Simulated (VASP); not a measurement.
# Hf2S (P6_3/mmc) in VASP: settings compared, part 2 of 2

VASP 6.6.1. Earlier steps stand in the parts before.

## Step 5: Single point, r2SCAN

This run uses another cell than the first one, of 19.38 Å³/atom.

Input file POSCAR:

```
Hf2S
1.0
    3.3817175047      0.0000000000      0.0000000000
   -1.6908587523      2.9286532675      0.0000000000
    0.0000000000      0.0000000000     11.7396967521
Hf S
4 2
Direct
    0.6666666667      0.3333333333      0.8997461221
    0.3333333333      0.6666666667      0.3997461221
    0.6666666667      0.3333333333      0.6002538779
    0.3333333333      0.6666666667      0.1002538779
    0.0000000000      0.0000000000      0.7500000000
    0.0000000000      0.0000000000      0.2500000000
```

Input file INCAR.step1:

```
SYSTEM = Hf2S
PREC = Accurate ; ENCUT = 520
ISMEAR = 0 ; SIGMA = 0.1
LREAL = .FALSE. ; LASPH = .TRUE.
NELM = 60 ; NBANDS = 35
GGA = PE ; ALGO = Normal
EDIFF = 1E-4 ; LWAVE = .TRUE.
LCHARG = .FALSE.
```

Input file INCAR.step2:

```
SYSTEM = Hf2S
PREC = Accurate ; ENCUT = 520
EDIFF = 1E-6 ; ISMEAR = 0
SIGMA = 0.1 ; LREAL = .FALSE.
LASPH = .TRUE. ; NELM = 60
ALGO = Normal ; ISIF = 2
LWAVE = .FALSE. ; LCHARG = .FALSE.
METAGGA = R2SCAN ; LMIXTAU = .TRUE.
NBANDS = 35 ; ISTART = 1
```

Input file KPOINTS:

```
regular mesh
0
G
  12 12 4
  0 0 0
```

Started as:

```
cat potpaw_PBE.64/Hf_pv/POTCAR potpaw_PBE.64/S/POTCAR > POTCAR
cp INCAR.step1 INCAR
mpirun -np 1 vasp_std > vasp.out
cp INCAR.step2 INCAR
mpirun -np 1 vasp_std > vasp.out
```

Wall time 24 min (1 thread of Intel Xeon 8259CL, shared host); peak memory 0.4 GiB.

It converged, with:

```yaml
Free_energy: -203.6969 eV
Pressure: -0.9 GPa
Largest_force: 0.013 eV/Å
Band_gap_on_the_k_mesh: zero (bands 26 and 27 overlap by 0.89 eV)
```

Forces in eV/Å, atoms in the order of the input:
```
Hf   0.000  0.000 -0.013
Hf   0.000  0.000 -0.013
Hf   0.000  0.000  0.013
Hf   0.000  0.000  0.013
S    0.000  0.000  0.000
S    0.000  0.000  0.000
```

Stress tensor (GPa, compression positive):
```
-0.85  0.00  0.00
 0.00 -0.85  0.00
 0.00  0.00 -0.96
```

Levels at points of the mesh, in eV from the Fermi level:
```
           k point  band 23  band 24  band 25  band 26  band 27  band 28  band 29  band 30
(0.00, 0.00, 0.00)    -2.00    -0.37    -0.04     0.41     0.41     0.51     0.51     0.81
(0.50, 0.00, 0.00)    -2.08    -1.58    -1.56    -1.08    -0.48     0.84     1.06     2.46
(0.00, 0.00, 0.50)    -1.42    -1.42     0.36     0.36     0.36     0.36     1.39     1.39
(0.50, 0.00, 0.50)    -1.98    -1.98    -1.36    -1.36     0.33     0.33     1.39     1.39
```

Caveat: the PAW data sets were made with another functional, which shifts forces and pressure a little; spin-orbit coupling is left out, which moves the levels of the heavy elements.

## Step 6: Single point, r2SCAN

Input file POSCAR:

```
Hf2S
1.0
    3.3742737662      0.0000000000      0.0000000000
   -1.6871368831      2.9222068008      0.0000000000
    0.0000000000      0.0000000000     11.7174070300
Hf S
4 2
Direct
    0.6666666667      0.3333333333      0.8998116400
    0.3333333333      0.6666666667      0.3998116400
    0.6666666667      0.3333333333      0.6001883600
    0.3333333333      0.6666666667      0.1001883600
    0.0000000000      0.0000000000      0.7500000000
    0.0000000000      0.0000000000      0.2500000000
```

Input file INCAR.step1:

```
ALGO = Normal ; EDIFF = 1E-4
ENCUT = 520 ; GGA = PE
ISMEAR = 0 ; LASPH = T
LCHARG = F ; LREAL = F
LWAVE = T ; NBANDS = 35
NELM = 60 ; PREC = Accurate
SIGMA = 0.5
```

Input file INCAR.step2:

```
ALGO = Normal ; EDIFF = 1E-7
ENCUT = 520 ; ISIF = 2
ISMEAR = 0 ; ISTART = 1
LASPH = T ; LCHARG = F
LMIXTAU = T ; LREAL = F
LWAVE = F ; METAGGA = R2SCAN
NBANDS = 35 ; NELM = 60
PREC = Accurate ; SIGMA = 0.5
```

Input file KPOINTS:

```
k-points
0
Gamma
  12 12 4
```

Potentials or basis: VASP PAW PBE potentials, release 64 (Hf_pv, S).

Started as:

```
cat potpaw_PBE.64/Hf_pv/POTCAR potpaw_PBE.64/S/POTCAR > POTCAR
cp INCAR.step1 INCAR
mpirun -np 1 vasp_std > vasp.out
cp INCAR.step2 INCAR
mpirun -np 1 vasp_std > vasp.out
```

It took 11 min on 1 thread of Intel Xeon 6975P-C (Granite Rapids), shared host; peak memory 0.4 GiB.

It converged, with:

| Property | Result |
| --- | --- |
| Free energy | -203.8350 eV |
| Pressure | 0.2 GPa |
| Largest force | 0.060 eV/Å |
| Band gap on the k mesh | zero (bands 26 and 27 overlap by 0.88 eV) |

Forces on the atoms (eV/Å):
```
Hf   0.000  0.000 -0.060
Hf   0.000  0.000 -0.060
Hf   0.000  0.000  0.060
Hf   0.000  0.000  0.060
S    0.000  0.000  0.000
S    0.000  0.000  0.000
```

Stress tensor (GPa, compression positive):
```
-0.19  0.00  0.00
 0.00 -0.19  0.00
 0.00  0.00  1.00
```

Levels at points of the mesh, in eV from the Fermi level:
```csv
k point,band 24,band 25,band 26,band 27,band 28,band 29
"(0.00, 0.00, 0.00)",-0.26,0.08,0.51,0.51,0.62,0.62
"(0.50, 0.00, 0.00)",-1.48,-1.47,-0.98,-0.37,0.95,1.17
"(0.00, 0.00, 0.50)",-1.32,0.46,0.46,0.46,0.46,1.52
"(0.50, 0.00, 0.50)",-1.88,-1.25,-1.25,0.44,0.44,1.50
```

Caveat: so wide a smearing shifts energies and pressures; the PAW data sets were made with another functional, which shifts forces and pressure a little; spin-orbit coupling is left out, which moves the levels of the heavy elements.

## Step 7: Single point, r2SCAN

POSCAR is that of step 6.

Input file INCAR.step1:

```
ALGO = Normal ; EDIFF = 1E-4
ENCUT = 520 ; GGA = PE
ISMEAR = -1 ; LASPH = True
LCHARG = False ; LREAL = False
LWAVE = True ; NBANDS = 35
NELM = 100 ; PREC = Accurate
SIGMA = 0.02
```

Input file INCAR.step2:

```
ALGO = Normal ; EDIFF = 1E-7
ENCUT = 520 ; ISIF = 2
ISMEAR = -1 ; ISTART = 1
LASPH = True ; LCHARG = True
LELF = True ; LMIXTAU = True
LREAL = False ; LVHAR = True
LWAVE = False ; METAGGA = R2SCAN
NBANDS = 35 ; NELM = 100
PREC = Accurate ; SIGMA = 0.02
```

KPOINTS is that of step 6.

Started as:

```
cat potpaw_PBE.64/Hf_pv/POTCAR potpaw_PBE.64/S/POTCAR > POTCAR
cp INCAR.step1 INCAR
mpirun -np 1 vasp_std > vasp.out
cp INCAR.step2 INCAR
mpirun -np 1 vasp_std > vasp.out
```

Run time: 14 min. Hardware: 1 thread of Intel Xeon 6975P-C (Granite Rapids), shared host; peak memory 0.39 GiB.

The run converged. Its results:

* Free energy: -203.6933 eV
* Pressure: 0.0 GPa
* Largest force: 0.033 eV/Å
* Band gap on the k mesh: zero (bands 26 and 27 overlap by 0.89 eV)

Forces on the atoms (eV/Å):
```
Hf   0.000  0.000 -0.033
Hf   0.000  0.000 -0.033
Hf   0.000  0.000  0.033
Hf   0.000  0.000  0.033
S    0.000  0.000  0.000
S    0.000  0.000  0.000
```

Stress tensor (GPa, compression positive):
```
 0.04  0.00  0.00
 0.00  0.04  0.00
 0.00  0.00 -0.09
```

Levels at points of the mesh, in eV from the Fermi level:
```tsv
k point	band 24	band 25	band 26	band 27	band 28	band 29
(0.00, 0.00, 0.00)	-0.37	-0.03	0.41	0.41	0.52	0.52
(0.50, 0.00, 0.00)	-1.58	-1.56	-1.08	-0.48	0.85	1.07
(0.00, 0.00, 0.50)	-1.42	0.36	0.36	0.36	0.36	1.40
(0.50, 0.00, 0.50)	-1.98	-1.35	-1.35	0.34	0.34	1.40
```

Caveat: the PAW data sets were made with another functional, which shifts forces and pressure a little; spin-orbit coupling is left out, which moves the levels of the heavy elements.

## Step 8: The runs side by side

| level | potentials or basis | cell | k mesh | smearing | gap on the mesh (eV) | pressure (GPa) | largest force (eV/Å) |
| --- | --- | --- | --- | --- | --- | --- | --- |
| r2SCAN | VASP PAW PBE potentials, release 64 (Hf_pv, S) | a = 3.374, b = 3.374, c = 11.717 Å, angles 90.0, 90.0, 120.0°, 6 atoms, atomic positions A | 12 × 12 × 2 | gaussian 0.1 eV | none | 0.0 | 0.05 |
| LDA | VASP PAW LDA potentials, release 64 (Hf_pv, S) | a = 3.319, b = 3.319, c = 11.563 Å, angles 90.0, 90.0, 120.0°, 6 atoms, atomic positions B | 12 × 12 × 4 | gaussian 0.1 eV | none | 0.0 | 0.03 |
| r2SCAN+rVV10 | VASP PAW PBE potentials, release 64 (Hf_pv, S) | a = 3.369, b = 3.369, c = 11.716 Å, angles 90.0, 90.0, 120.0°, 6 atoms, atomic positions A | 12 × 12 × 4 | gaussian 0.1 eV | none | -0.4 | 0.02 |
| r2SCAN | VASP PAW PBE potentials, release 64 (Hf_pv, S) | a = 3.382, b = 3.382, c = 11.740 Å, angles 90.0, 90.0, 120.0°, 6 atoms, atomic positions A | 12 × 12 × 4 | gaussian 0.1 eV | none | -0.9 | 0.01 |
| r2SCAN | VASP PAW PBE potentials, release 64 (Hf_pv, S) | a = 3.374, b = 3.374, c = 11.717 Å, angles 90.0, 90.0, 120.0°, 6 atoms, atomic positions A | 12 × 12 × 4 | gaussian 0.5 eV | none | 0.2 | 0.06 |
| r2SCAN | VASP PAW PBE potentials, release 64 (Hf_pv, S) | a = 3.374, b = 3.374, c = 11.717 Å, angles 90.0, 90.0, 120.0°, 6 atoms, atomic positions A | 12 × 12 × 4 | fermi-dirac 0.02 eV | none | 0.0 | 0.03 |

Alike in all rows: task single point; no spin polarisation; cutoff (eV) 520.

Caveats: spin-orbit coupling is left out, which moves the levels of the heavy elements; the PAW data sets were made with another functional, which shifts forces and pressure a little (at least some runs); so wide a smearing shifts energies and pressures (at least some runs).

Absolute energies hang on the potentials; compare differences alone.
